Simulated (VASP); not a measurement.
# Ir (I4/mmm) in VASP: further runs, part 2 of 2

VASP 6.6.1. Earlier steps stand in the parts before.

### 5 Single point, PBE (14.49 Å³/atom)

This run uses another cell than the first one, of 14.49 Å³/atom.

Contents of INCAR:

```
ALGO = Normal ; EDIFF = 1E-6
ENCUT = 520 ; GGA = PE
ISIF = 2 ; ISMEAR = 0
LASPH = T ; LCHARG = T
LELF = T ; LREAL = F
LVHAR = T ; LWAVE = F
NBANDS = 10 ; NELM = 100
PREC = Accurate ; SIGMA = 0.15
```

Contents of KPOINTS:

```
k-points
0
Gamma
  22 22 22
```

Contents of POSCAR:

```
Ir
1.0
    0.0000000000      2.1086049838      1.6299516525
    2.1086049838      0.0000000000      1.6299516525
    2.1086049838      2.1086049838      0.0000000000
Ir
1
Direct
    0.0000000000      0.0000000000      0.0000000000
```

Potentials or basis: VASP PAW PBE potentials, release 64 (Ir).

The run is started by

```sh
cat potpaw_PBE.64/Ir/POTCAR > POTCAR
mpirun -np 1 vasp_std > vasp.out
```

OUTCAR:

```text
EDIFF = 1E-6
   ENCUT = 520
   GGA = PE
   ISIF = 2
   ISMEAR = 0
   LASPH = T
   LREAL = F
   NELM = 100
   PREC = Accurate

 ion  position               nearest neighbor table
   1  0.000  0.000  0.000-

  LATTYP: Found a body centered tetragonal cell.
 ALAT       =     2.9820177658
 C/A-ratio  =     1.0931870837

  Lattice vectors:

 A1 = (   0.0000000000,  -2.1086049838,  -1.6299516525)
 A2 = (   0.0000000000,   2.1086049838,  -1.6299516525)
 A3 = (   2.1086049838,   0.0000000000,   1.6299516525)

Analysis of symmetry for initial positions (statically):
=====================================================================
 Subroutine PRICEL returns:
 Original cell was already a primitive cell.

 Routine SETGRP: Setting up the symmetry group for a
 body centered tetragonal supercell.

 Subroutine GETGRP returns: Found 16 space group operations
 (whereof 16 operations were pure point group operations)
 out of a pool of 16 trial point group operations.

The static configuration has the point symmetry D_4h.

Analysis of symmetry for dynamics (positions and initial velocities):
=====================================================================
 Subroutine PRICEL returns:
 Original cell was already a primitive cell.

 Routine SETGRP: Setting up the symmetry group for a
 body centered tetragonal supercell.

 Subroutine GETGRP returns: Found 16 space group operations
 (whereof 16 operations were pure point group operations)
 out of a pool of 16 trial point group operations.

The dynamic configuration has the point symmetry D_4h.

 Subroutine INISYM returns: Found 16 space group operations
 (whereof 16 operations are pure point group operations),
 and found     1 'primitive' translations

----------------------------------------------------------------------------------------

                                     Primitive cell

  volume of cell :      14.4942

  direct lattice vectors                    reciprocal lattice vectors
     0.000000000  2.108604984  1.629951652    -0.237123598  0.237123598  0.306757565
     2.108604984  0.000000000  1.629951652     0.237123598 -0.237123598  0.306757565
     2.108604984  2.108604984  0.000000000     0.237123598  0.237123598 -0.306757565

  length of vectors
     2.665137401  2.665137401  2.982017766     0.454483668  0.454483668  0.454483668

  position of ions in fractional coordinates (direct lattice)
     0.000000000  0.000000000  0.000000000

  ion indices of the primitive-cell ions
   primitive index   ion index
                 1           1

----------------------------------------------------------------------------------------

 KPOINTS: k-points

Automatic generation of k-mesh.
 Grid dimensions read from file:
 generate k-points for:   22   22   22

 Generating k-lattice:

  Cartesian coordinates                     Fractional coordinates (reciprocal lattice)
    -0.010778345  0.010778345  0.013943526     0.045454545  0.000000000  0.000000000
     0.010778345 -0.010778345  0.013943526     0.000000000  0.045454545  0.000000000
     0.010778345  0.010778345 -0.013943526     0.000000000  0.000000000  0.045454545

  Length of vectors
     0.020658349  0.020658349  0.020658349

  Shift w.r.t. Gamma in fractional coordinates (k-lattice)
     0.000000000  0.000000000  0.000000000

 Subroutine IBZKPT returns following result:
 ===========================================

 Found    834 irreducible k-points:

 Following reciprocal coordinates:
            Coordinates               Weight
  0.000000  0.000000  0.000000      1.000000
  0.045455  0.000000  0.000000      8.000000
  0.090909  0.000000  0.000000      8.000000
  0.136364 -0.000000  0.000000      8.000000
  0.181818  0.000000  0.000000      8.000000
  0.227273  0.000000  0.000000      8.000000
[... 16 lines left out ...]
  0.500000  0.045455  0.000000      8.000000
 -0.454545  0.045455  0.000000      8.000000
 [... further k-points ...]
   k-points           NKPTS =    834   k-points in BZ     NKDIM =    834   number of bands    NBANDS=     10
   number of dos      NEDOS =    301   number of ions     NIONS =      1
   total plane-waves  NPLWV =   9600
   dimension x,y,z NGX =    20 NGY =   20 NGZ =   24
   dimension x,y,z NGXF=    40 NGYF=   40 NGZF=   48
   ions per type =               1
   NGX,Y,Z   is equivalent  to a cutoff of  12.48, 12.48, 13.38 a.u.
   NGXF,Y,Z  is equivalent  to a cutoff of  24.95, 24.95, 26.76 a.u.
 SYSTEM =  unknown system
   PREC   = accura    normal or accurate (medium, high low for compatibility)
   ISTART =      0    job   : 0-new  1-cont  2-samecut
   ICHARG =      2    charge: 1-file 2-atom 10-const
   ISPIN  =      1    spin polarized calculation?
   LNONCOLLINEAR =      F non collinear calculations
   LSORBIT =      F    spin-orbit coupling
   LASPH  =      T    aspherical Exc in radial PAW
   ENCUT  =  520.0 eV  38.22 Ry    6.18 a.u.   4.96  4.96  5.54*2*pi/ulx,y,z
   NELM   =    100;   NELMIN=  2; NELMDL= -5     # of ELM steps
   EDIFF  = 0.1E-05   stopping-criterion for ELM
   LREAL  =      F    real-space projection
   EDIFFG = 0.1E-04   stopping-criterion for IOM
   NSW    =      0    number of steps for IOM
   IBRION =     -1    ionic relax: 0-MD 1-quasi-New 2-CG
   NFREE  =      0    steps in history (QN), initial steepest desc. (CG)
   ISIF   =      2    stress and relaxation
   ISYM   =      2    0-nonsym 1-usesym 2-fastsym
   POTIM  = 0.5000    time-step for ionic-motion
   TEBEG  =    0.0;   TEEND  =   0.0 temperature during run
   PSTRESS=    0.0 pullay stress
   NELECT =       9.0000    total number of electrons
   NUPDOWN=      -1.0000    fix difference up-down
   EMIN   =  10.00;   EMAX   =-10.00  energy-range for DOS
   EFERMI =   0.00;   METHOD = LEGACY
   ISMEAR =     0;   SIGMA  =   0.15  broadening in eV -4-tet -1-fermi 0-gaus
   EFERMI_NEDOS =   21; number of points for ismear=-14 and -15
   IALGO  =     38    algorithm
   IMIX   =      4    mixing-type and parameters
     AMIX     =   0.40;   BMIX     =  1.00
     AMIX_MAG =   1.60;   BMIX_MAG =  1.00
  volume/ion in A,a.u.               =      14.49        97.81
  Fermi-wavevector in a.u.,A,eV,Ry     =   1.396660  2.639304 26.540319  1.950658
  Thomas-Fermi vector in A             =   2.519992
   LORBIT       =      0    0 simple, 1 ext, 2 COOP (PROOUT), +10 PAW based schemes
   GGA     = PE    functional components
   LHFCALC =     F    Hartree Fock is set to
   AEXX    =    0.0000 exact exchange contribution
   IVDW    =     0    specifies the selected vdW correction
   LEPSILON=     F    determine dielectric tensor
   LRPA    =     F    only Hartree local field effects (RPA)
 non-spin polarized calculation
 Gauss-broadening in eV      SIGMA  =   0.15
  energy-cutoff  :      520.00
  volume of cell :       14.49
 maximum number of plane-waves:       406
   NGX =  9   NGY =  9   NGZ = 11

 number of electron       9.0000001 magnetization

 Free energy of the ion-electron system (eV)
  ---------------------------------------------------
  ext. energy  EPLUGINS =         0.00000000
  ---------------------------------------------------
  free energy    TOTEN  =        -8.34176026 eV

  energy without entropy =       -8.32222403  energy(sigma->0) =       -8.33199214

 E-fermi :   9.7825     XC(G=0): -13.8292

 val. band max:        9.7817123061   @ k =  -0.4091   0.1818   0.3636
 cond. band min:       9.7857514463   @ k =   0.4545   0.0455   0.4091
 fundamental gap:      0.0040391402
 Fermi energy:         9.7825037251

 k-point     1 :       0.0000    0.0000    0.0000
  band No.  band energies     occupation
      1      -0.8609      2.00000
      2       5.9342      2.00000
      3       5.9342      2.00000
      4       6.7507      2.00000
      5       8.4249      2.00000
      6       9.7263      1.40349
      7      25.5988      0.00000
      8      27.3924      0.00000
      9      27.3924      0.00000
     10      36.6668      0.00000

 k-point     2 :       0.0455    0.0000    0.0000
  band No.  band energies     occupation
      1      -0.7681      2.00000
      2       5.9354      2.00000
      3       5.9600      2.00000
      4       6.7645      2.00000
      5       8.3914      2.00000
      6       9.6972      1.57849
      7      25.7297      0.00000
      8      27.4331      0.00000
      9      27.5357      0.00000
     10      35.1357      0.00000
[... 274 lines left out ...]
 k-point    24 :      -0.4545    0.0455    0.0000
  band No.  band energies     occupation
      1       2.2896      2.00000
      2       4.7786      2.00000
      3       7.9174      2.00000
      4       8.8981      2.00000
      5      10.4946      0.00000
      6      11.6235      0.00000
      7      17.8809      0.00000
      8      23.4543      0.00000
      9      27.6301      0.00000
     10      33.1092      0.00000

 [... further k-points ...]
[... 5 lines left out ...]
  --------------------------------------------------------------------------------------
  -------------------------------------------------------------------------------------
  Total       -0.3508673     -0.3508673      3.5539679      0.0000000     -0.0000000      0.0000000
  in kB      -38.7845045    -38.7845045    392.8519481      0.0000000     -0.0000000      0.0000000
  external PRESSURE =     105.0943131 kB  Pullay stress =       0.0000000 kB

 VOLUME and BASIS-vectors are now :
 -----------------------------------------------------------------------------
  energy-cutoff  :      520.00
  volume of cell :       14.49
      direct lattice vectors                 reciprocal lattice vectors
     0.000000000  2.108604984  1.629951652    -0.237123598  0.237123598  0.306757565
     2.108604984  0.000000000  1.629951652     0.237123598 -0.237123598  0.306757565
     2.108604984  2.108604984  0.000000000     0.237123598  0.237123598 -0.306757565

 POSITION                                       TOTAL-FORCE (eV/Angst)
 -----------------------------------------------------------------------------------
      0.00000      0.00000      0.00000         0.000000      0.000000      0.000000
 -----------------------------------------------------------------------------------
    total drift:                               -0.000000     -0.000000      0.000000

  FREE ENERGIE OF THE ION-ELECTRON SYSTEM (eV)
  ---------------------------------------------------
  free  energy   TOTEN  =        -8.3417602567 eV

  energy  without entropy=       -8.3222240250  energy(sigma->0) =       -8.33199214
```

OSZICAR:

```text
N       E                     dE             d eps       ncg     rms          rms(c)
DAV:   1     0.487092194407E+02    0.48709E+02   -0.43686E+03 16784   0.817E+02
DAV:   2    -0.791903937405E+01   -0.56628E+02   -0.54199E+02 17068   0.197E+02
DAV:   3    -0.882850726077E+01   -0.90947E+00   -0.90517E+00 19440   0.302E+01
DAV:   4    -0.883699698345E+01   -0.84897E-02   -0.84879E-02 18948   0.273E+00
DAV:   5    -0.883716751995E+01   -0.17054E-03   -0.17053E-03 19250   0.375E-01    0.150E+01
DAV:   6    -0.842219913422E+01    0.41497E+00   -0.74043E-01 18580   0.103E+01    0.660E+00
DAV:   7    -0.834708670618E+01    0.75112E-01   -0.24291E-01 19712   0.539E+00    0.172E+00
DAV:   8    -0.834223297181E+01    0.48537E-02   -0.76477E-03 18480   0.122E+00    0.579E-01
DAV:   9    -0.834175273583E+01    0.48024E-03   -0.20477E-04 18466   0.192E-01    0.178E-02
DAV:  10    -0.834175968155E+01   -0.69457E-05   -0.39129E-06 20866   0.165E-02    0.478E-03
DAV:  11    -0.834176025666E+01   -0.57511E-06   -0.25873E-07 10022   0.641E-03
   1 F= -.83417603E+01 E0= -.83319921E+01  d E =-.195362E-01
```

It took 57 s on 1 thread of Intel Xeon Platinum 8559C (Emerald Rapids), shared host; peak memory 0.24 GiB.

What came out:

```
Free energy            : -8.3418 eV
Pressure               : 10.5 GPa
Band gap on the k mesh : zero (an odd number of electrons rules out a gap without spin polarisation)
```

Caveat: the cell stands under pressure; spin-orbit coupling is left out, which moves the levels of the heavy elements.

### 6 The runs side by side

| cell | gap on the mesh (eV) | pressure (GPa) |
| --- | --- | --- |
| a = 2.864, b = 2.864, c = 2.713 Å, angles 61.7, 61.7, 56.5°, 1 atom | none | -19.3 |
| a = 2.683, b = 2.683, c = 2.881 Å, angles 57.5, 57.5, 65.0°, 1 atom | none | 5.1 |
| a = 2.825, b = 2.825, c = 2.599 Å, angles 62.6, 62.6, 54.8°, 1 atom | none | 6.7 |
| a = 2.665, b = 2.665, c = 2.982 Å, angles 56.0, 56.0, 68.0°, 1 atom | none | 10.5 |

Alike in all rows: task single point; level PBE; potentials or basis VASP PAW PBE potentials, release 64 (Ir); no spin polarisation; k mesh 22 × 22 × 22; cutoff (eV) 520; smearing gaussian 0.15 eV.

Caveats: spin-orbit coupling is left out, which moves the levels of the heavy elements; the cell stands under pressure (at least some runs); the cell stands under tension (at least some runs).

Absolute energies hang on the potentials; compare differences alone.
